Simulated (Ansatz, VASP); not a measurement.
ZnGeP2: VASP beside Ansatz

```
Zn Ge P
1.0
    -2.66887    2.66887    5.45820
     2.66887   -2.66887    5.45820
     2.66887    2.66887   -5.45820
Zn Ge P
2 2 4
Direct
  0.75000 0.25000 0.50000
  0.00000 0.00000 0.00000
  0.25000 0.75000 0.50000
  0.50000 0.50000 0.00000
  0.12762 0.62500 0.00262
  0.87500 0.87238 0.49738
  0.37500 0.37762 0.50262
  0.62238 0.12500 0.99738
```

Change from the starting cell: epitaxial_xy strain -2.0%.

Alike in both runs: task single point; functional r2SCAN; k mesh 6 × 6 × 6; no spin polarisation.

|  | VASP | Ansatz |
| --- | --- | --- |
| version | VASP 6.6.1 | Ansatz 0.2.0 |
| potentials or method | VASP PAW PBE potentials, release 64 (Zn, Ge_d, P) | plane waves, PAW |
| plane-wave cutoff (eV) | 550 | 500 |
| occupations | gaussian, width 0.01 eV | fixed |
| valence electrons in the cell | 72 | 72 |

```csv
,VASP,Ansatz,Ansatz less VASP
gap on the k mesh at the Fermi level (eV),1.46,1.45,-0.010
pressure (GPa),1.9,2.0,+0.09
"traceless stress, the component that is largest in VASP (GPa)",-2.03,-2.03,+0.003
rms of the force components (eV/Å),0.006,0.000,-0.0055
```

VASP's potentials were made for PBE, not for r2SCAN. Atom by atom the forces differ by 0.006 eV/Å (rms over components).
